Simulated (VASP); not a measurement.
BeTe:

```
Be Te
1.0
     0.00000    2.82862    2.97005
     2.82862    0.00000    2.97005
     2.82862    2.82862    0.00000
Be Te
1 1
Direct
  0.00000 0.00000 0.00000
  0.25000 0.25000 0.25000
```

This cell differs from its parent crystal: uniaxial z strain +5.0%.

Base run:

```yaml
Program: VASP 6.6.1
Functional: HSE06
Potentials_or_basis: VASP PAW PBE potentials, release 64 (Be, Te)
Cutoff: 520 eV
k_mesh: 6 × 6 × 6
Occupations: gaussian, width 0.01 eV
Spin: no spin polarisation
```

Its results: band gap on the k mesh 2.60 eV, indirect (least direct gap 4.02 eV); pressure -3.5 GPa.

Q: The run is repeated on the same cell with these changes: functional from HSE06 to PBE; k mesh from 6 × 6 × 6 to 4 × 4 × 4. What comes out?

A: Band gap on the k mesh 1.92 eV, indirect (least direct gap 3.27 eV); pressure -1.9 GPa.

Several settings changed at once, so the effect can't be laid on one alone.

Caveats: some runs use coarse meshes; spin-orbit coupling is left out, which moves the levels of the heavy elements; the PAW data sets were made with another functional, which shifts forces and pressure a little (some runs).

A k mesh can miss the band edges.
